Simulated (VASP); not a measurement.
# CaO (I4/mmm) in VASP: a series of runs, part 2 of 2

VASP 6.6.1. Earlier steps stand in the parts before.

### 3 Single point, r2SCAN (in-plane strain -0.01)

The input, POSCAR:

```
CaO
1.0
    2.3734669907      2.3734669907      0.0000000000
   -2.3734669907      2.3734669907      0.0000000000
    0.0000000000      2.3734669907      2.4118260532
Ca O
1 1
Direct
    0.0000000000      0.0000000000      0.0000000000
    0.5000000000      0.5000000000      0.0000000000
```

The input, INCAR.step1:

```
PREC = Accurate
ENCUT = 520
ISMEAR = 0
SIGMA = 0.01
LREAL = False
LASPH = True
NELM = 100
NBANDS = 15
GGA = PE
ALGO = Normal
EDIFF = 1E-4
LWAVE = True
LCHARG = False
```

The input, INCAR.step2:

```
PREC = Accurate
ENCUT = 520
EDIFF = 1E-6
ISMEAR = 0
SIGMA = 0.01
LREAL = False
LASPH = True
NELM = 100
ALGO = Normal
ISIF = 2
LWAVE = False
LCHARG = False
METAGGA = R2SCAN
LMIXTAU = True
NBANDS = 15
ISTART = 1
```

The input, KPOINTS:

```
Automatic mesh
0
Gamma
  8 8 8
```

Potentials or basis: VASP PAW PBE potentials, release 64 (Ca_sv, O).

Launch:

```console
cat potpaw_PBE.64/Ca_sv/POTCAR potpaw_PBE.64/O/POTCAR > POTCAR
cp INCAR.step1 INCAR
mpirun -np 1 vasp_std > vasp.out
cp INCAR.step2 INCAR
mpirun -np 1 vasp_std > vasp.out
```

Run time: 50 s. Hardware: 1 thread of Intel Xeon 6975P-C (Granite Rapids), shared host; peak memory 0.18 GiB.

Results (log left out):

| Item | Value |
| --- | --- |
| Free energy | -19.4450 eV |
| Pressure | 2.9 GPa |
| Band gap on the k mesh | 4.15 eV, indirect (least direct gap 4.53 eV) |

Stress tensor (GPa, compression positive):
```
3.93 0.00 0.00
0.00 3.93 0.00
0.00 0.00 0.82
```

Levels at points of the mesh, in eV from the valence-band top:
```tsv
k point	band 4	band 5	band 6	band 7	band 8	band 9	band 10	band 11	band 12	band 13
(0.00, 0.00, 0.00)	-18.85	-16.53	-0.04	0.00	0.00	5.59	6.82	6.93	6.93	8.46
(0.50, 0.00, 0.00)	-18.90	-15.15	-2.67	-1.26	-1.26	7.79	9.14	9.16	9.37	11.28
(0.50, 0.50, 0.00)	-19.10	-16.31	-1.26	-0.42	-0.38	4.15	8.91	9.75	10.31	10.43
(0.00, 0.00, 0.50)	-19.08	-16.31	-1.36	-0.35	-0.35	4.21	8.90	9.74	10.36	10.36
```

Caveat: the cell differs from its parent crystal (in-plane strain -0.01); the PAW data sets were made with another functional, which shifts forces and pressure a little.

### 4 Single point, r2SCAN (in-plane strain -0.005, then relaxed in part)

The input, POSCAR:

```
CaO
1.0
    2.3854541977      2.3854541977      0.0000000000
   -2.3854541977      2.3854541977      0.0000000000
    0.0000000000      2.3854541977      2.4038461616
Ca O
1 1
Direct
    0.0000000000      0.0000000000      0.0000000000
    0.5000000000      0.5000000000      0.0000000000
```

The input, INCAR.step1:

```
SYSTEM = CaO
ALGO = Normal ; EDIFF = 1E-4
ENCUT = 520 ; GGA = PE
ISMEAR = 0 ; LASPH = .True.
LCHARG = .False. ; LREAL = .False.
LWAVE = .True. ; NBANDS = 15
NELM = 60 ; PREC = Accurate
SIGMA = 0.01
```

The input, INCAR.step2:

```
SYSTEM = CaO
ALGO = Normal ; EDIFF = 1E-6
ENCUT = 520 ; ISIF = 2
ISMEAR = 0 ; ISTART = 1
LASPH = .True. ; LCHARG = .False.
LMIXTAU = .True. ; LREAL = .False.
LWAVE = .False. ; METAGGA = R2SCAN
NBANDS = 15 ; NELM = 60
PREC = Accurate ; SIGMA = 0.01
```

The input, KPOINTS:

```
k-points
0
Gamma
  8 8 8
  0 0 0
```

Launch:

```console
cat potpaw_PBE.64/Ca_sv/POTCAR potpaw_PBE.64/O/POTCAR > POTCAR
cp INCAR.step1 INCAR
mpirun -np 1 vasp_std > vasp.out
cp INCAR.step2 INCAR
mpirun -np 1 vasp_std > vasp.out
```

Wall time 53 s (1 thread of Intel Xeon 6975P-C (Granite Rapids), shared host); peak memory 0.17 GiB.

The run converged. Its results:

- Free energy: -19.4502 eV
- Pressure: 2.0 GPa
- Band gap on the k mesh: 4.17 eV, indirect (least direct gap 4.54 eV)

Stress tensor (GPa, compression positive):
```
2.46 0.00 0.00
0.00 2.46 0.00
0.00 0.00 1.01
```

Levels at points of the mesh, in eV from the valence-band top:
| k point | band 5 | band 6 | band 7 | band 8 | band 9 | band 10 | band 11 | band 12 |
| --- | --- | --- | --- | --- | --- | --- | --- | --- |
| (0.00, 0.00, 0.00) | -16.51 | -0.02 | 0.00 | 0.00 | 5.54 | 6.85 | 6.90 | 6.90 |
| (0.50, 0.00, 0.00) | -15.16 | -2.65 | -1.23 | -1.23 | 7.76 | 9.12 | 9.13 | 9.32 |
| (0.50, 0.50, 0.00) | -16.29 | -1.28 | -0.39 | -0.37 | 4.17 | 8.87 | 9.71 | 10.30 |
| (0.00, 0.00, 0.50) | -16.29 | -1.32 | -0.36 | -0.36 | 4.20 | 8.86 | 9.71 | 10.33 |

Caveat: the cell differs from its parent crystal (in-plane strain -0.005, then relaxed in part); the PAW data sets were made with another functional, which shifts forces and pressure a little. A k mesh can miss the band edges.

### 5 Single point, r2SCAN (in-plane strain -0.005)

POSCAR, as its differences from that of step 4:

```diff
@@ -4,3 +4,3 @@
    -2.3854541977      2.3854541977      0.0000000000
-    0.0000000000      2.3854541977      2.4038461616
+    0.0000000000      2.3854541977      2.4046337290
 Ca O
```

The input, INCAR.step1:

```
PREC = Accurate ; ENCUT = 520
ISMEAR = 0 ; SIGMA = 0.01
LREAL = F ; LASPH = T
NELM = 100 ; NBANDS = 15
GGA = PE ; ALGO = Normal
EDIFF = 1E-4 ; LWAVE = T
LCHARG = F
```

The input, INCAR.step2:

```
PREC = Accurate ; ENCUT = 520
EDIFF = 1E-7 ; ISMEAR = 0
SIGMA = 0.01 ; LREAL = F
LASPH = T ; NELM = 100
ALGO = Normal ; ISIF = 2
LWAVE = F ; LCHARG = T
METAGGA = R2SCAN ; LMIXTAU = T
LELF = T ; LVHAR = T
NBANDS = 15 ; ISTART = 1
```

The input, KPOINTS:

```
regular mesh
0
Gamma
  8 8 8
```

Potentials or basis: VASP PAW PBE potentials, release 64 (Ca_sv, O).

Launch:

```console
cat potpaw_PBE.64/Ca_sv/POTCAR potpaw_PBE.64/O/POTCAR > POTCAR
cp INCAR.step1 INCAR
mpirun -np 1 vasp_std > vasp.out
cp INCAR.step2 INCAR
mpirun -np 1 vasp_std > vasp.out
```

OUTCAR:

```text
PREC = Accurate
   ENCUT = 520
   EDIFF = 1E-7
   ISMEAR = 0
   LREAL = F
   LASPH = T
   NELM = 100
   ISIF = 2
   METAGGA = R2SCAN
   ISTART = 1

 ion  position               nearest neighbor table
   1  0.000  0.000  0.000-   2 2.39   2 2.39   2 2.39   2 2.39   2 2.40   2 2.40
   2  0.500  0.500  0.000-   1 2.39   1 2.39   1 2.39   1 2.39   1 2.40   1 2.40

  LATTYP: Found a body centered tetragonal cell.
 ALAT       =     3.3735416788
 C/A-ratio  =     1.4255841237

  Lattice vectors:
[... 610 lines left out ...]
      8       1.4225      2.00000
      9       8.9548      0.00000
     10      10.1129      0.00000
     11      10.1400      0.00000
     12      10.9099      0.00000
     13      12.3927      0.00000
     14      12.7828      0.00000
     15      18.8457      0.00000

 [... further k-points ...]
[... 5 lines left out ...]
  --------------------------------------------------------------------------------------
  -------------------------------------------------------------------------------------
  Total        0.4208972      0.4208972      0.1623107      0.0000000      0.0000000      0.0000000
  in kB       24.6414067     24.6414067      9.5024720      0.0000000      0.0000000      0.0000000
  external PRESSURE =      19.5950952 kB  Pullay stress =       0.0000000 kB

 VOLUME and BASIS-vectors are now :
 -----------------------------------------------------------------------------
  energy-cutoff  :      520.00
  volume of cell :       27.37
      direct lattice vectors                 reciprocal lattice vectors
     2.385454198  2.385454198  0.000000000     0.209603689  0.209603689 -0.207931875
    -2.385454198  2.385454198  0.000000000    -0.209603689  0.209603689 -0.207931875
     0.000000000  2.385454198  2.404633729     0.000000000  0.000000000  0.415863750

 POSITION                                       TOTAL-FORCE (eV/Angst)
 -----------------------------------------------------------------------------------
      0.00000      0.00000      0.00000         0.000000     -0.000000      0.000000
      0.00000      2.38545      0.00000        -0.000000      0.000000      0.000000
 -----------------------------------------------------------------------------------
    total drift:                               -0.000000      0.000000     -0.000000

  FREE ENERGIE OF THE ION-ELECTRON SYSTEM (eV)
  ---------------------------------------------------
  free  energy   TOTEN  =       -19.4502940831 eV

  energy  without entropy=      -19.4502940831  energy(sigma->0) =      -19.45029408
```

OUTCAR.step1:

```text
PREC = Accurate
   ENCUT = 520
   ISMEAR = 0
   LREAL = F
   LASPH = T
[... 654 lines left out ...]
 -----------------------------------------------------------------------------------
      0.00000      0.00000      0.00000         0.000000      0.000000      0.000000
      0.00000      2.38545      0.00000         0.000000     -0.000000      0.000000
 -----------------------------------------------------------------------------------
    total drift:                               -0.000000      0.000000     -0.000000

  FREE ENERGIE OF THE ION-ELECTRON SYSTEM (eV)
  ---------------------------------------------------
  free  energy   TOTEN  =       -12.7925495851 eV

  energy  without entropy=      -12.7925495851  energy(sigma->0) =      -12.79254959
```

Run time: 63 s. Hardware: 1 thread of Intel Xeon 6975P-C (Granite Rapids), shared host; peak memory 0.17 GiB.

What came out:

| Quantity | Value |
| --- | --- |
| Free energy | -19.4503 eV |
| Pressure | 2.0 GPa |
| Band gap on the k mesh | 4.17 eV, indirect (least direct gap 4.54 eV) |

Stress tensor (GPa, compression positive):
```
2.46 0.00 0.00
0.00 2.46 0.00
0.00 0.00 0.95
```

Caveat: the cell differs from its parent crystal (in-plane strain -0.005); the PAW data sets were made with another functional, which shifts forces and pressure a little. A k mesh can miss the band edges.

### 6 Summary

| cell | gap on the mesh (eV) | pressure (GPa) |
| --- | --- | --- |
| a = 3.357, b = 3.357, c = 3.383 Å, angles 60.3, 60.3, 90.0°, 2 atoms | 4.15 | 3.0 |
| a = 3.357, b = 3.357, c = 3.384 Å, angles 60.3, 60.3, 90.0°, 2 atoms | 4.15 | 2.9 |
| a = 3.374, b = 3.374, c = 3.387 Å, angles 60.1, 60.1, 90.0°, 2 atoms | 4.17 | 2.0 |

Alike in all rows: task single point; level r2SCAN; potentials or basis VASP PAW PBE potentials, release 64 (Ca_sv, O); no spin polarisation; k mesh 8 × 8 × 8; cutoff (eV) 520; smearing gaussian 0.01 eV.

Caveats: the PAW data sets were made with another functional, which shifts forces and pressure a little.

Absolute energies hang on the potentials; compare differences alone.
